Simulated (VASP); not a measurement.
Wanted: the native input for a VASP 6.6.1 run.

```yaml
Task: single point
Functional: PBE
Potentials_or_basis: VASP PAW PBE potentials, release 64 (Cd, O)
Cutoff: 600 eV
k_mesh: 6 × 6 × 1
Occupations: gaussian, width 0.1 eV
Spin: collinear spin, ferromagnetic start
Starting_moments: "[0.0, 0.0, 0.0, 0.0, 0.0, 0.0, 1.0, 1.0] μB"
Dipole_correction: no
Further_INCAR_settings: ALGO = Normal; EDIFF = 1e-06; NBANDS = 56
```

The structure of Cd3O lies in POSCAR:

```
Cd3O
1.0
    3.3640282644      0.0000000000      0.0000000000
   -1.6820141322      2.9133339360      0.0000000000
    0.0000000000      0.0000000000     15.0710046063
Cd O
6 2
Direct
    0.0000000000      0.0000000000      0.0000000000
    0.3333333333      0.6666666667      0.1865180994
    0.6666666667      0.3333333333      0.8134819006
    0.0000000000      0.0000000000      0.5000000000
    0.6666666667      0.3333333333      0.3453967312
    0.3333333333      0.6666666667      0.6546032688
    0.6666666667      0.3333333333      0.0920732207
    0.3333333333      0.6666666667      0.9079267793
```

The input as run:

INCAR

```
SYSTEM = Cd3O
  PREC = Accurate
  ENCUT = 600
  EDIFF = 1E-6
  ISMEAR = 0
  SIGMA = 0.1
  LREAL = .FALSE.
  LASPH = .TRUE.
  NELM = 200
  ALGO = Normal
  ISIF = 2
  LWAVE = .FALSE.
  LCHARG = .TRUE.
  ISPIN = 2
  MAGMOM = 0 0 0 0 0 0 1 1
  LORBIT = 11
  GGA = PE
  LELF = .TRUE.
  LVHAR = .TRUE.
  NBANDS = 56
  GGA_COMPAT = .FALSE.
```

KPOINTS

```
Automatic mesh
0
G
  6 6 1
  0 0 0
```

Potentials or basis: VASP PAW PBE potentials, release 64 (Cd, O).

Run with:

```sh
$ cat potpaw_PBE.64/Cd/POTCAR potpaw_PBE.64/O/POTCAR > POTCAR
$ mpirun -np 1 vasp_std > vasp.out
```

Results of the run:

The pressure is 0.3 GPa, the largest force is 0.056 eV/Å and the band gap on the k mesh is zero (filled and empty bands overlap). The net moment is 0.00 μB per cell and the valence electrons inside the program's atomic spheres are Cd 10.21, 10.24, 10.30, 10.29 (each value once); O 4.91.

Caveat: the k points lie up to 0.42 Å⁻¹ apart, too coarse for converged energies and pressures of a metal.

Wall time 4.1 min on 1 thread of Oxide Virtual Turin-like Processor (shared host), peak memory 0.38 GiB.
